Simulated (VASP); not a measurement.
# GaGe3 (Pm-3m) in VASP: single point with PBE

Aim: the single point of GaGe3 with PBE.

All numbers are computed with VASP 6.6.1; they aren't measurements. Logs are shortened: lines on timing, memory, paths and dates and some standing lists are left out, and cuts for length are marked.

**1. The cell of the first run**

Symmetry: Pm-3m, No. 221, cubic system. The conventional cell has a = 4.278 Å, b = 4.278 Å, c = 4.278 Å, α = 90.00°, β = 90.00°, γ = 90.00°. Ga (site symmetry m-3m) has 12 Ge at 3.03 Å within 4.0 Å. Within 4.0 Å of Ge (site symmetry 4/mmm) lie 4 Ga at 3.03 Å and 8 Ge at 3.03 Å.

**2. Single point, PBE**

INCAR reads:

```
SYSTEM = GaGe3
PREC = Accurate
ENCUT = 520
EDIFF = 1E-6
ISMEAR = 0
SIGMA = 0.15
LREAL = .FALSE.
LASPH = .TRUE.
NELM = 100
ALGO = Normal
ISIF = 2
LWAVE = .FALSE.
LCHARG = .FALSE.
GGA = PE
NBANDS = 36
```

KPOINTS reads:

```
regular mesh
0
G
  6 6 6
  0 0 0
```

POSCAR reads:

```
GaGe3
1.0
    4.2784660000      0.0000000000      0.0000000000
    0.0000000000      4.2784660000      0.0000000000
    0.0000000000      0.0000000000      4.2784660000
Ga Ge
1 3
Direct
    0.0000000000      0.0000000000      0.0000000000
    0.0000000000      0.5000000000      0.5000000000
    0.5000000000      0.0000000000      0.5000000000
    0.5000000000      0.5000000000      0.0000000000
```

Potentials or basis: VASP PAW PBE potentials, release 64 (Ga_d, Ge_d).

The run is started by

```
> cat potpaw_PBE.64/Ga_d/POTCAR potpaw_PBE.64/Ge_d/POTCAR > POTCAR
> mpirun -np 1 vasp_std > vasp.out
```

OUTCAR:

```text
SYSTEM = GaGe3
   PREC = Accurate
   ENCUT = 520
   EDIFF = 1E-6
   ISMEAR = 0
   LREAL = .FALSE.
   LASPH = .TRUE.
   NELM = 100
   ISIF = 2
   GGA = PE

 ion  position               nearest neighbor table
   1  0.000  0.000  0.000-
   2  0.000  0.500  0.500-
   3  0.500  0.000  0.500-
   4  0.500  0.500  0.000-

  LATTYP: Found a simple cubic cell.
 ALAT       =     4.2784660000

  Lattice vectors:

 A1 = (   4.2784660000,   0.0000000000,   0.0000000000)
 A2 = (   0.0000000000,   4.2784660000,   0.0000000000)
 A3 = (   0.0000000000,   0.0000000000,   4.2784660000)

Analysis of symmetry for initial positions (statically):
=====================================================================
 Subroutine PRICEL returns:
 Original cell was already a primitive cell.

 Routine SETGRP: Setting up the symmetry group for a
 simple cubic supercell.

 Subroutine GETGRP returns: Found 48 space group operations
 (whereof 48 operations were pure point group operations)
 out of a pool of 48 trial point group operations.

The static configuration has the point symmetry O_h .

Analysis of symmetry for dynamics (positions and initial velocities):
=====================================================================
 Subroutine PRICEL returns:
 Original cell was already a primitive cell.

 Routine SETGRP: Setting up the symmetry group for a
 simple cubic supercell.

 Subroutine GETGRP returns: Found 48 space group operations
 (whereof 48 operations were pure point group operations)
 out of a pool of 48 trial point group operations.

The dynamic configuration has the point symmetry O_h .

 Subroutine INISYM returns: Found 48 space group operations
 (whereof 48 operations are pure point group operations),
 and found     1 'primitive' translations

----------------------------------------------------------------------------------------

                                     Primitive cell

  volume of cell :      78.3185

  direct lattice vectors                    reciprocal lattice vectors
     4.278466000  0.000000000  0.000000000     0.233728631  0.000000000  0.000000000
     0.000000000  4.278466000  0.000000000     0.000000000  0.233728631  0.000000000
     0.000000000  0.000000000  4.278466000     0.000000000  0.000000000  0.233728631

  length of vectors
[... 78 lines left out ...]
   LASPH  =      T    aspherical Exc in radial PAW
   ENCUT  =  520.0 eV  38.22 Ry    6.18 a.u.   7.96  7.96  7.96*2*pi/ulx,y,z
   NELM   =    100;   NELMIN=  2; NELMDL= -5     # of ELM steps
   EDIFF  = 0.1E-05   stopping-criterion for ELM
   LREAL  =      F    real-space projection
   EDIFFG = 0.1E-04   stopping-criterion for IOM
   NSW    =      0    number of steps for IOM
   IBRION =     -1    ionic relax: 0-MD 1-quasi-New 2-CG
   NFREE  =      0    steps in history (QN), initial steepest desc. (CG)
   ISIF   =      2    stress and relaxation
   ISYM   =      2    0-nonsym 1-usesym 2-fastsym
   POTIM  = 0.5000    time-step for ionic-motion
   TEBEG  =    0.0;   TEEND  =   0.0 temperature during run
   PSTRESS=    0.0 pullay stress
   NELECT =      55.0000    total number of electrons
   NUPDOWN=      -1.0000    fix difference up-down
   EMIN   =  10.00;   EMAX   =-10.00  energy-range for DOS
   EFERMI =   0.00;   METHOD = LEGACY
   ISMEAR =     0;   SIGMA  =   0.15  broadening in eV -4-tet -1-fermi 0-gaus
   EFERMI_NEDOS =   21; number of points for ismear=-14 and -15
   IALGO  =     38    algorithm
   IMIX   =      4    mixing-type and parameters
     AMIX     =   0.40;   BMIX     =  1.00
     AMIX_MAG =   1.60;   BMIX_MAG =  1.00
  volume/ion in A,a.u.               =      19.58       132.13
  Fermi-wavevector in a.u.,A,eV,Ry     =   1.455150  2.749834 28.809797  2.117460
  Thomas-Fermi vector in A             =   2.572218
   LORBIT       =      0    0 simple, 1 ext, 2 COOP (PROOUT), +10 PAW based schemes
   GGA     = PE    functional components
   LHFCALC =     F    Hartree Fock is set to
   AEXX    =    0.0000 exact exchange contribution
   IVDW    =     0    specifies the selected vdW correction
   LEPSILON=     F    determine dielectric tensor
   LRPA    =     F    only Hartree local field effects (RPA)
 non-spin polarized calculation
 Gauss-broadening in eV      SIGMA  =   0.15
  energy-cutoff  :      520.00
  volume of cell :       78.32
 maximum number of plane-waves:      2176
 NGX is ok and might be reduce to    32
   NGX = 15   NGY = 15   NGZ = 15

 number of electron      54.9999920 magnetization

 Free energy of the ion-electron system (eV)
  ---------------------------------------------------
  ext. energy  EPLUGINS =         0.00000000
  ---------------------------------------------------
  free energy    TOTEN  =       -15.41940629 eV

  energy without entropy =      -15.38794125  energy(sigma->0) =      -15.40367377

 E-fermi :   6.1502     XC(G=0): -11.0430

 val. band max:        6.1221600053   @ k =   0.3333   0.0000   0.0000
 cond. band min:       6.1866570083   @ k =   0.5000   0.5000   0.0000
 fundamental gap:      0.0644970030
 Fermi energy:         6.1502222387

 k-point     1 :       0.0000    0.0000    0.0000
  band No.  band energies     occupation
      1     -18.6570      2.00000
      2     -18.6570      2.00000
      3     -18.6570      2.00000
      4     -18.6467      2.00000
      5     -18.6138      2.00000
      6     -18.6138      2.00000
[... 769 lines left out ...]
     35      14.6510      0.00000
     36      14.6510      0.00000

------------------------ aborting loop because EDIFF is reached ----------------------------------------

  FORCE on cell =-STRESS in cart. coord.  units (eV):
  Direction    XX          YY          ZZ          XY          YZ          ZX
  --------------------------------------------------------------------------------------
  -------------------------------------------------------------------------------------
  Total       -0.0245002     -0.0245002     -0.0245002      0.0000000     -0.0000000      0.0000000
  in kB       -0.5012066     -0.5012066     -0.5012066      0.0000000     -0.0000000      0.0000000
  external PRESSURE =      -0.5012066 kB  Pullay stress =       0.0000000 kB

 VOLUME and BASIS-vectors are now :
 -----------------------------------------------------------------------------
  energy-cutoff  :      520.00
  volume of cell :       78.32
      direct lattice vectors                 reciprocal lattice vectors
     4.278466000  0.000000000  0.000000000     0.233728631  0.000000000  0.000000000
     0.000000000  4.278466000  0.000000000     0.000000000  0.233728631  0.000000000
     0.000000000  0.000000000  4.278466000     0.000000000  0.000000000  0.233728631

 POSITION                                       TOTAL-FORCE (eV/Angst)
 -----------------------------------------------------------------------------------
      0.00000      0.00000      0.00000         0.000000      0.000000      0.000000
      0.00000      2.13923      2.13923         0.000000      0.000000      0.000000
      2.13923      0.00000      2.13923         0.000000      0.000000      0.000000
      2.13923      2.13923      0.00000         0.000000      0.000000      0.000000
 -----------------------------------------------------------------------------------
    total drift:                                0.000000     -0.000000     -0.000000

  FREE ENERGIE OF THE ION-ELECTRON SYSTEM (eV)
  ---------------------------------------------------
  free  energy   TOTEN  =       -15.4194062884 eV

  energy  without entropy=      -15.3879412516  energy(sigma->0) =      -15.40367377
```

OSZICAR:

```text
N       E                     dE             d eps       ncg     rms          rms(c)
DAV:   1     0.436392222143E+03    0.43639E+03   -0.26543E+04  1724   0.404E+03
DAV:   2     0.666152429861E+02   -0.36978E+03   -0.36014E+03  1440   0.769E+02
DAV:   3    -0.112911775612E+02   -0.77906E+02   -0.76915E+02  1600   0.203E+02
DAV:   4    -0.153904865683E+02   -0.40993E+01   -0.40821E+01  1684   0.529E+01
DAV:   5    -0.154771557733E+02   -0.86669E-01   -0.86578E-01  1660   0.881E+00    0.195E+00
DAV:   6    -0.154348379605E+02    0.42318E-01   -0.84291E-02  1744   0.321E+00    0.105E+00
DAV:   7    -0.154200947634E+02    0.14743E-01   -0.27451E-02  1904   0.155E+00    0.164E-01
DAV:   8    -0.154193837137E+02    0.71105E-03   -0.33061E-03  1576   0.657E-01    0.462E-02
DAV:   9    -0.154193993652E+02   -0.15652E-04   -0.17753E-04  1848   0.142E-01    0.242E-02
DAV:  10    -0.154194070234E+02   -0.76582E-05   -0.13006E-05  1580   0.352E-02    0.258E-03
DAV:  11    -0.154194062884E+02    0.73502E-06   -0.31218E-06  1228   0.237E-02
   1 F= -.15419406E+02 E0= -.15403674E+02  d E =-.314650E-01
```

stdout:

```text
POSCAR found type information on POSCAR GaGe
 POSCAR found :  2 types and       4 ions
 scaLAPACK will be used
 LDA part: xc-table for (Slater+PW92), standard interpolation
 POSCAR, INCAR and KPOINTS ok, starting setup
 FFT: planning ... GRIDC
 FFT: planning ... GRID_SOFT
 FFT: planning ... GRID
 WAVECAR not read
 entering main loop
```

Wall time 15 s (1 thread of Intel Xeon 6975P-C (Granite Rapids), shared host); peak memory 0.19 GiB.

Results:

```yaml
Free_energy: -15.4194 eV
Pressure: -0.1 GPa
```
